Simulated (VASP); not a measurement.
# W (Im-3m) in VASP: a series of runs

Runs on W. Level: PBE. Tasks: single point, relaxation of cell and atoms.

All numbers are computed with VASP 6.6.1; they aren't measurements. Logs are shortened: lines on timing, memory, paths and dates and some standing lists are left out, and cuts for length are marked.

### 1 The cell of the first run

Symmetry: Im-3m, No. 229, cubic system. The conventional cell has a = 3.183 Å, b = 3.183 Å, c = 3.183 Å, α = 90.00°, β = 90.00°, γ = 90.00°. Within 3.6 Å of W (site symmetry m-3m) lie 14 W at 2.76 to 3.18 Å.

### 2 Single point, PBE

INCAR reads:

```
PREC = Accurate ; ENCUT = 520
EDIFF = 1E-6 ; ISMEAR = 1
SIGMA = 0.1 ; LREAL = F
LASPH = T ; NELM = 60
ALGO = Fast ; ISIF = 2
LWAVE = F ; LCHARG = F
GGA = PE ; NBANDS = 13
```

KPOINTS reads:

```
Automatic mesh
0
Gamma
  20 20 20
```

POSCAR reads:

```
W
1.0
   -1.5916581004      1.5916581004      1.5916581004
    1.5916581004     -1.5916581004      1.5916581004
    1.5916581004      1.5916581004     -1.5916581004
W
1
Direct
    0.0000000000      0.0000000000      0.0000000000
```

Potentials or basis: VASP PAW PBE potentials, release 64 (W_sv).

Started as:

```sh
cat potpaw_PBE.64/W_sv/POTCAR > POTCAR
mpirun -np 1 vasp_std > vasp.out
```

OUTCAR:

```text
PREC = Accurate
   ENCUT = 520
   EDIFF = 1E-6
   ISMEAR = 1
   LREAL = F
   LASPH = T
   NELM = 60
   ISIF = 2
   GGA = PE

 ion  position               nearest neighbor table
   1  0.000  0.000  0.000-

  LATTYP: Found a body centered cubic cell.
 ALAT       =     3.1833162008

  Lattice vectors:

 A1 = (  -1.5916581004,   1.5916581004,   1.5916581004)
 A2 = (   1.5916581004,  -1.5916581004,   1.5916581004)
 A3 = (   1.5916581004,   1.5916581004,  -1.5916581004)

Analysis of symmetry for initial positions (statically):
=====================================================================
 Subroutine PRICEL returns:
 Original cell was already a primitive cell.

 Routine SETGRP: Setting up the symmetry group for a
 body centered cubic supercell.

 Subroutine GETGRP returns: Found 48 space group operations
[... 9 lines left out ...]

 Routine SETGRP: Setting up the symmetry group for a
 body centered cubic supercell.

 Subroutine GETGRP returns: Found 48 space group operations
[... 11 lines left out ...]
                                     Primitive cell

  volume of cell :      16.1291

  direct lattice vectors                    reciprocal lattice vectors
    -1.591658100  1.591658100  1.591658100     0.000000000  0.314137816  0.314137816
     1.591658100 -1.591658100  1.591658100     0.314137816  0.000000000  0.314137816
     1.591658100  1.591658100 -1.591658100     0.314137816  0.314137816  0.000000000

  length of vectors
     2.756832698  2.756832698  2.756832698     0.444257960  0.444257960  0.444257960

  position of ions in fractional coordinates (direct lattice)
     0.000000000  0.000000000  0.000000000

  ion indices of the primitive-cell ions
   primitive index   ion index
                 1           1

----------------------------------------------------------------------------------------

 KPOINTS: Automatic mesh

Automatic generation of k-mesh.
 Grid dimensions read from file:
 generate k-points for:   20   20   20

 Generating k-lattice:

  Cartesian coordinates                     Fractional coordinates (reciprocal lattice)
     0.000000000  0.015706891  0.015706891     0.050000000  0.000000000  0.000000000
     0.015706891  0.000000000  0.015706891     0.000000000  0.050000000  0.000000000
     0.015706891  0.015706891  0.000000000     0.000000000  0.000000000  0.050000000

  Length of vectors
     0.022212898  0.022212898  0.022212898

  Shift w.r.t. Gamma in fractional coordinates (k-lattice)
     0.000000000  0.000000000  0.000000000

 Subroutine IBZKPT returns following result:
 ===========================================

 Found    256 irreducible k-points:

 Following reciprocal coordinates:
            Coordinates               Weight
  0.000000  0.000000  0.000000      1.000000
  0.050000  0.000000  0.000000     12.000000
  0.100000  0.000000  0.000000     12.000000
  0.150000  0.000000  0.000000     12.000000
  0.200000  0.000000  0.000000     12.000000
  0.250000  0.000000  0.000000     12.000000
[... 16 lines left out ...]
  0.200000  0.100000 -0.000000     48.000000
  0.250000  0.100000 -0.000000     48.000000
 [... further k-points ...]
   k-points           NKPTS =    256   k-points in BZ     NKDIM =    256   number of bands    NBANDS=     13
   number of dos      NEDOS =    301   number of ions     NIONS =      1
   total plane-waves  NPLWV =  13824
   dimension x,y,z NGX =    24 NGY =   24 NGZ =   24
   dimension x,y,z NGXF=    48 NGYF=   48 NGZF=   48
   ions per type =               1
   NGX,Y,Z   is equivalent  to a cutoff of  14.47, 14.47, 14.47 a.u.
   NGXF,Y,Z  is equivalent  to a cutoff of  28.95, 28.95, 28.95 a.u.
 SYSTEM =  unknown system
   PREC   = accura    normal or accurate (medium, high low for compatibility)
   ISTART =      0    job   : 0-new  1-cont  2-samecut
   ICHARG =      2    charge: 1-file 2-atom 10-const
   ISPIN  =      1    spin polarized calculation?
   LNONCOLLINEAR =      F non collinear calculations
   LSORBIT =      F    spin-orbit coupling
   LASPH  =      T    aspherical Exc in radial PAW
   ENCUT  =  520.0 eV  38.22 Ry    6.18 a.u.   5.13  5.13  5.13*2*pi/ulx,y,z
   NELM   =     60;   NELMIN=  2; NELMDL= -5     # of ELM steps
   EDIFF  = 0.1E-05   stopping-criterion for ELM
   LREAL  =      F    real-space projection
   EDIFFG = 0.1E-04   stopping-criterion for IOM
   NSW    =      0    number of steps for IOM
   IBRION =     -1    ionic relax: 0-MD 1-quasi-New 2-CG
   NFREE  =      0    steps in history (QN), initial steepest desc. (CG)
   ISIF   =      2    stress and relaxation
   ISYM   =      2    0-nonsym 1-usesym 2-fastsym
   POTIM  = 0.5000    time-step for ionic-motion
   TEBEG  =    0.0;   TEEND  =   0.0 temperature during run
   PSTRESS=    0.0 pullay stress
   NELECT =      14.0000    total number of electrons
   NUPDOWN=      -1.0000    fix difference up-down
   EMIN   =  10.00;   EMAX   =-10.00  energy-range for DOS
   EFERMI =   0.00;   METHOD = LEGACY
   ISMEAR =     1;   SIGMA  =   0.10  broadening in eV -4-tet -1-fermi 0-gaus
   EFERMI_NEDOS =   21; number of points for ismear=-14 and -15
   IALGO  =     68    algorithm
   IMIX   =      4    mixing-type and parameters
     AMIX     =   0.40;   BMIX     =  1.00
     AMIX_MAG =   1.60;   BMIX_MAG =  1.00
  volume/ion in A,a.u.               =      16.13       108.84
  Fermi-wavevector in a.u.,A,eV,Ry     =   1.561640  2.951073 33.180814  2.438721
  Thomas-Fermi vector in A             =   2.664676
   LORBIT       =      0    0 simple, 1 ext, 2 COOP (PROOUT), +10 PAW based schemes
   GGA     = PE    functional components
   LHFCALC =     F    Hartree Fock is set to
   AEXX    =    0.0000 exact exchange contribution
   IVDW    =     0    specifies the selected vdW correction
   LEPSILON=     F    determine dielectric tensor
   LRPA    =     F    only Hartree local field effects (RPA)
 non-spin polarized calculation
 RMM-DIIS sequential band-by-band and
 Methfessel and Paxton  Order N= 1 SIGMA  =   0.10
  energy-cutoff  :      520.00
  volume of cell :       16.13
 maximum number of plane-waves:       466
 NGX is ok and might be reduce to    24
   NGX = 11   NGY = 11   NGZ = 11

 number of electron      14.0000002 magnetization

 Free energy of the ion-electron system (eV)
  ---------------------------------------------------
  ext. energy  EPLUGINS =         0.00000000
  ---------------------------------------------------
  free energy    TOTEN  =       -12.95861000 eV

  energy without entropy =      -12.95859743  energy(sigma->0) =      -12.95860581

 E-fermi :  11.2565     XC(G=0): -13.5434

 val. band max:       11.2555081706   @ k =   0.5000   0.5000   0.2000
 cond. band min:      11.2732998995   @ k =  -0.3000   0.3500   0.2000
 fundamental gap:      0.0177917288
 Fermi energy:        11.2564923173

 k-point     1 :       0.0000    0.0000    0.0000
  band No.  band energies     occupation
      1     -63.0170      2.00000
      2     -26.6034      2.00000
      3     -26.6034      2.00000
      4     -26.6034      2.00000
      5       1.6532      2.00000
      6       9.9914      2.00000
      7       9.9914      2.00000
      8       9.9914      2.00000
      9      13.4128      0.00000
     10      13.4128      0.00000
     11      25.6718      0.00000
     12      25.6718      0.00000
     13      25.6718      0.00000

 k-point     2 :       0.0500    0.0000    0.0000
  band No.  band energies     occupation
      1     -63.0141      2.00000
      2     -26.6356      2.00000
      3     -26.6135      2.00000
      4     -26.6036      2.00000
      5       1.7723      2.00000
      6       9.9187      2.00000
      7       9.9758      2.00000
      8      10.1057      2.00000
      9      13.2948      0.00000
     10      13.4134      0.00000
     11      25.7741      0.00000
     12      25.8745      0.00000
     13      25.9640      0.00000

 k-point     3 :       0.1000    0.0000    0.0000
  band No.  band energies     occupation
      1     -63.0053      2.00000
      2     -26.7281      2.00000
      3     -26.6426      2.00000
      4     -26.6040      2.00000
      5       2.1192      2.00000
      6       9.7151      2.00000
      7       9.9109      2.00000
      8      10.4457      2.00000
      9      13.0237     -0.00000
     10      13.4199      0.00000
     11      26.0406      0.00000
     12      26.4676      0.00000
     13      26.7335      0.00000

 k-point     4 :       0.1500    0.0000    0.0000
  band No.  band energies     occupation
      1     -62.9916      2.00000
      2     -26.8699      2.00000
      3     -26.6876      2.00000
      4     -26.6047      2.00000
      5       2.6610      2.00000
      6       9.4162      2.00000
      7       9.7610      2.00000
      8      11.0022      2.00191
      9      12.7800     -0.00000
     10      13.4444      0.00000
     11      26.3265      0.00000
     12      27.4114      0.00000
     13      27.6591      0.00000

 k-point     5 :       0.2000    0.0000    0.0000
  band No.  band energies     occupation
      1     -62.9744      2.00000
      2     -27.0450      2.00000
      3     -26.7438      2.00000
      4     -26.6055      2.00000
      5       3.3351      2.00000
      6       9.0668      2.00000
      7       9.5400      2.00000
      8      11.7591     -0.00000
      9      12.7007     -0.00000
     10      13.5004      0.00000
     11      26.3449      0.00000
     12      28.1158      0.00000
     13      28.6547      0.00000

 k-point     6 :       0.2500    0.0000    0.0000
  band No.  band energies     occupation
      1     -62.9552      2.00000
      2     -27.2346      2.00000
      3     -26.8054      2.00000
      4     -26.6065      2.00000
      5       4.0358      2.00000
      6       8.7088      2.00000
      7       9.3731      2.00000
      8      12.6910     -0.00000
      9      12.7978     -0.00000
     10      13.5978      0.00000
     11      25.8564      0.00000
     12      27.4945      0.00000
     13      30.1438      0.00000

 k-point     7 :       0.3000    0.0000    0.0000
  band No.  band energies     occupation
      1     -62.9360      2.00000
      2     -27.4197      2.00000
      3     -26.8664      2.00000
      4     -26.6074      2.00000
      5       4.6109      2.00000
      6       8.3764      2.00000
      7       9.4558      2.00000
      8      13.0021     -0.00000
      9      13.7372      0.00000
     10      13.7588      0.00000
     11      25.0080      0.00000
     12      26.1532      0.00000
     13      31.8237      0.00000
[... 193 lines left out ...]
 k-point    20 :       0.4500    0.0500    0.0000
  band No.  band energies     occupation
      1     -62.8929      2.00000
      2     -27.8027      2.00000
      3     -27.0066      2.00000
      4     -26.6223      2.00000
      5       5.1192      2.00000
      6       7.7405      2.00000
      7      11.4871     -0.00526
      8      13.2730      0.00000
      9      14.3636      0.00000
     10      17.2347      0.00000
     11      21.9547      0.00000
     12      22.8649      0.00000
     13      27.8050      0.00000

 k-point    21 :       0.1000    0.1000    0.0000
  band No.  band energies     occupation
      1     -62.9840      2.00000
      2     -26.9463      2.00000
      3     -26.6864      2.00000
      4     -26.6338      2.00000
      5       2.9750      2.00000
      6       9.3722      2.00000
      7       9.4929      2.00000
      8      11.4124     -0.04993
      9      12.5524     -0.00000
     10      13.5948      0.00000
     11      26.6896      0.00000
     12      27.5397      0.00000
     13      28.0653      0.00000

 k-point    22 :       0.1500    0.1000    0.0000
  band No.  band energies     occupation
      1     -62.9675      2.00000
      2     -27.1027      2.00000
      3     -26.7406      2.00000
      4     -26.6430      2.00000
      5       3.6357      2.00000
      6       9.0629      2.00000
      7       9.2378      2.00000
      8      12.2048     -0.00000
      9      12.4380     -0.00000
     10      13.7370      0.00000
     11      26.8736      0.00000
     12      27.6635      0.00000
     13      28.7475      0.00000

 k-point    23 :       0.2000    0.1000   -0.0000
  band No.  band energies     occupation
      1     -62.9493      2.00000
      2     -27.2698      2.00000
      3     -26.8086      2.00000
      4     -26.6474      2.00000
      5       4.3386      2.00000
      6       8.7149      2.00000
      7       9.0596      2.00000
      8      12.4809     -0.00000
      9      13.1884     -0.00000
     10      13.8808      0.00000
     11      26.1277      0.00000
     12      27.4571      0.00000
     13      29.5395      0.00000

 k-point    24 :       0.2500    0.1000   -0.0000
  band No.  band energies     occupation
      1     -62.9310      2.00000
      2     -27.4320      2.00000
      3     -26.8789      2.00000
      4     -26.6502      2.00000
      5       4.9340      2.00000
      6       8.3970      2.00000
      7       9.0933      2.00000
      8      12.6839     -0.00000
      9      14.0021      0.00000
     10      14.2952      0.00000
     11      25.0422      0.00000
     12      26.4626      0.00000
     13      30.7265      0.00000

 [... further k-points ...]
[... 5 lines left out ...]
  --------------------------------------------------------------------------------------
  -------------------------------------------------------------------------------------
  Total        0.0449421      0.0449421      0.0449421      0.0000000     -0.0000000      0.0000000
  in kB        4.4643097      4.4643097      4.4643097      0.0000000     -0.0000000      0.0000000
  external PRESSURE =       4.4643097 kB  Pullay stress =       0.0000000 kB

 VOLUME and BASIS-vectors are now :
 -----------------------------------------------------------------------------
  energy-cutoff  :      520.00
  volume of cell :       16.13
      direct lattice vectors                 reciprocal lattice vectors
    -1.591658100  1.591658100  1.591658100     0.000000000  0.314137816  0.314137816
     1.591658100 -1.591658100  1.591658100     0.314137816  0.000000000  0.314137816
     1.591658100  1.591658100 -1.591658100     0.314137816  0.314137816  0.000000000

 POSITION                                       TOTAL-FORCE (eV/Angst)
 -----------------------------------------------------------------------------------
      0.00000      0.00000      0.00000        -0.000000      0.000000      0.000000
 -----------------------------------------------------------------------------------
    total drift:                                0.000000      0.000000      0.000000

  FREE ENERGIE OF THE ION-ELECTRON SYSTEM (eV)
  ---------------------------------------------------
  free  energy   TOTEN  =       -12.9586099974 eV

  energy  without entropy=      -12.9585974334  energy(sigma->0) =      -12.95860581
```

Run time: 43 s. Hardware: 1 thread of Intel Xeon Platinum 8488C (Sapphire Rapids), shared host; peak memory 0.18 GiB.

What came out:

- Free energy: -12.9586 eV
- Pressure: 0.4 GPa
- Band gap on the k mesh: zero (band 7 reaches 16.23 eV, above the bottom of band 8 at 9.99 eV)

Caveat: spin-orbit coupling is left out, which moves the levels of the heavy elements.

[end of part 1 of 2]
